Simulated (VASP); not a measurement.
Set up this calculation in VASP 6.6.1, as the native input.

```yaml
Task: single point
Functional: r2SCAN
Potentials_or_basis: VASP PAW PBE potentials, release 64 (Li_sv, H)
Cutoff: 520 eV
k_mesh: 10 × 10 × 10
Occupations: gaussian, width 0.01 eV
Spin: no spin polarisation
Dipole_correction: no
Further_INCAR_settings: ALGO = Normal; EDIFF = 1e-07; NBANDS = 9
```

The system is LiH.

```
Li H
1.0
     0.00000    2.04228    2.04228
     2.04228    0.00000    2.04228
     2.04228    2.04228    0.00000
Li H
1 1
Direct
  0.00000 0.00000 0.00000
  0.50000 0.50000 0.50000
```

This cell differs from its parent crystal: volume changed by +6%.

One way to write it, as run:

POSCAR

```
LiH
1.0
    0.0000000000      2.0422792492      2.0422792492
    2.0422792492      0.0000000000      2.0422792492
    2.0422792492      2.0422792492      0.0000000000
Li H
1 1
Direct
    0.0000000000      0.0000000000      0.0000000000
    0.5000000000      0.5000000000      0.5000000000
```

INCAR.step1

```
SYSTEM = LiH
PREC = Accurate
ENCUT = 520
ISMEAR = 0
SIGMA = 0.01
LREAL = .FALSE.
LASPH = .TRUE.
NELM = 80
NBANDS = 9
GGA = PE
ALGO = Normal
EDIFF = 1E-4
LWAVE = .TRUE.
LCHARG = .FALSE.
```

INCAR.step2

```
SYSTEM = LiH
PREC = Accurate
ENCUT = 520
EDIFF = 1E-7
ISMEAR = 0
SIGMA = 0.01
LREAL = .FALSE.
LASPH = .TRUE.
NELM = 80
ALGO = Normal
ISIF = 2
LWAVE = .FALSE.
LCHARG = .FALSE.
METAGGA = R2SCAN
LMIXTAU = .TRUE.
NBANDS = 9
ISTART = 1
```

KPOINTS

```
Automatic mesh
0
G
  10 10 10
  0 0 0
```

Potentials or basis: VASP PAW PBE potentials, release 64 (Li_sv, H).

Command:

```console
$ cat potpaw_PBE.64/Li_sv/POTCAR potpaw_PBE.64/H/POTCAR > POTCAR
$ cp INCAR.step1 INCAR
$ mpirun -np 1 vasp_std > vasp.out
$ cp INCAR.step2 INCAR
$ mpirun -np 1 vasp_std > vasp.out
```

It gave:

```
Band gap on the k mesh : 3.61 eV, direct
```

Run time: 120 s on 1 thread of AMD EPYC 7R13, with other jobs on the host, peak memory 0.1 GiB.
